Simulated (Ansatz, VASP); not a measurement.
Two plane-wave programs on CdS

The input INCAR:

```
SYSTEM = CdS
ALGO = Normal
EDIFF = 1E-6
ENCUT = 500
GGA = PE
GGA_COMPAT = .False.
ISIF = 2
ISMEAR = 0
LASPH = .True.
LCHARG = .False.
LREAL = .False.
LWAVE = .False.
NBANDS = 26
NELM = 120
PREC = Accurate
SIGMA = 0.1
```

File KPOINTS:

```
k-points
0
Gamma
  6 6 4
  0 0 0
```

The input POSCAR:

```
CdS
1.0
    3.8700835702      0.0000000000      0.0000000000
   -1.9350417851      3.3515906866      0.0000000000
    0.0000000000      0.0000000000      6.9258638195
Cd S
2 2
Direct
    0.6666666667      0.3333333333     -0.0085528567
    0.3333333333      0.6666666667      0.4914471433
    0.6666666667      0.3333333333      0.3835528567
    0.3333333333      0.6666666667      0.8835528567
```

Input for Ansatz:

```yaml
crystal:
  lattice:
    - [3.8700835702, 0.0, 0.0]
    - [-1.9350417851, 3.3515906866, 0.0]
    - [0.0, 0.0, 6.9258638195]
  atoms:
    - { symbol: Cd, position: [0.6666666667, 0.3333333333, -0.0085528567] }
    - { symbol: Cd, position: [0.3333333333, 0.6666666667, 0.4914471433] }
    - { symbol: S, position: [0.6666666667, 0.3333333333, 0.3835528567] }
    - { symbol: S, position: [0.3333333333, 0.6666666667, 0.8835528567] }
basis:
  ecutwfc: 420
kpoints:
  mp_grid: { grid: [6, 6, 4] }
hamiltonian:
  xc: pbe
scf:
  occupations: { method: gaussian, width: 0.1 }
output:
  forces: true
  stress: true
  eigenvalues: true
```

Alike in both runs: task single point; functional PBE; k mesh 6 × 6 × 4; occupations gaussian, width 0.1 eV; no spin polarisation.

|  | VASP | Ansatz |
| --- | --- | --- |
| version | VASP 6.6.1 | Ansatz 0.2.0 |
| potentials or method | VASP PAW PBE potentials, release 64 (Cd, S), cutoff 500 eV | scalar-relativistic, plane waves, PAW |
| valence electrons in the cell | 36 | 52 |

Ansatz gave:

| Item | Value |
| --- | --- |
| gap on the k mesh at the Fermi level (eV) | 1.29 |
| least direct gap on the mesh (eV) | 1.29 |
| pressure (GPa) | 14.1 |
| traceless stress, the component that is largest in VASP (GPa) | -11.90 |
| rms of the force components (eV/Å) | 0.766 |

Problem. What did VASP give for the same quantities?

Solution. gap on the k mesh at the Fermi level (eV): 1.31; least direct gap on the mesh (eV): 1.31; pressure (GPa): 14.7; traceless stress, the component that is largest in VASP (GPa): -12.20; rms of the force components (eV/Å): 0.792.

Atom by atom the forces differ by 0.026 eV/Å (rms over components). The functional is the same, so the differences come from potentials, cutoffs and numerics. VASP's potentials hold 36 valence electrons a cell and Ansatz's 52, so a difference there can come from the potentials and not from the codes.
